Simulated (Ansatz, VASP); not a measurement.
**One calculation of Li2S, two programs**

INCAR

```
  PREC = Accurate
  ENCUT = 750
  EDIFF = 1E-7
  ISMEAR = 0
  SIGMA = 0.01
  LREAL = F
  LASPH = T
  NELM = 120
  ALGO = Normal
  ISIF = 3
  LWAVE = F
  LCHARG = F
  GGA = RP
  IBRION = 2
  NSW = 80
  EDIFFG = -0.02
  GGA_COMPAT = F
  NELMIN = 4
```

KPOINTS

```
regular mesh
0
Gamma
  6 6 6
```

The input POSCAR:

```
Li2S
1.0
    0.0000000000      2.8445000000      2.8445000000
    2.8445000000      0.0000000000      2.8445000000
    2.8445000000      2.8445000000      0.0000000000
Li S
2 1
Direct
    0.2500000000      0.2500000000      0.2500000000
    0.7500000000      0.7500000000      0.7500000000
    0.0000000000      0.0000000000      0.0000000000
```

Input for Ansatz:

```yaml
crystal:
  lattice:
    - [0.0, 2.8445, 2.8445]
    - [2.8445, 0.0, 2.8445]
    - [2.8445, 2.8445, 0.0]
  atoms:
    - { symbol: Li, position: [0.25, 0.25, 0.25] }
    - { symbol: Li, position: [0.75, 0.75, 0.75] }
    - { symbol: S, position: [0.0, 0.0, 0.0] }
kpoints:
  mp_grid:
    grid: [6, 6, 6]
hamiltonian:
  xc: rpbe
  dispersion: none
scf:
  occupations:
    method: fixed
relax:
  f_tol: 0.02
  cell: {}
```

Alike in both runs: task relaxation of cell and atoms; functional RPBE; k mesh 6 × 6 × 6; no spin polarisation.

```csv
,VASP,Ansatz
version,VASP 6.6.1,Ansatz 0.2.0
potentials or method,"VASP PAW PBE potentials, release 64 (Li_sv, S)","plane waves, PAW"
plane-wave cutoff (eV),750,420
occupations,"gaussian, width 0.01 eV",fixed
valence electrons in the cell,12,12
```

```csv
,VASP,Ansatz,Ansatz less VASP
relaxed volume (Å³/atom),16.00,16.10,+0.097
relaxed cell length with the largest relative difference (Å),4.080,4.088,+0.0082
```

VASP's potentials were made for PBE, not for RPBE.
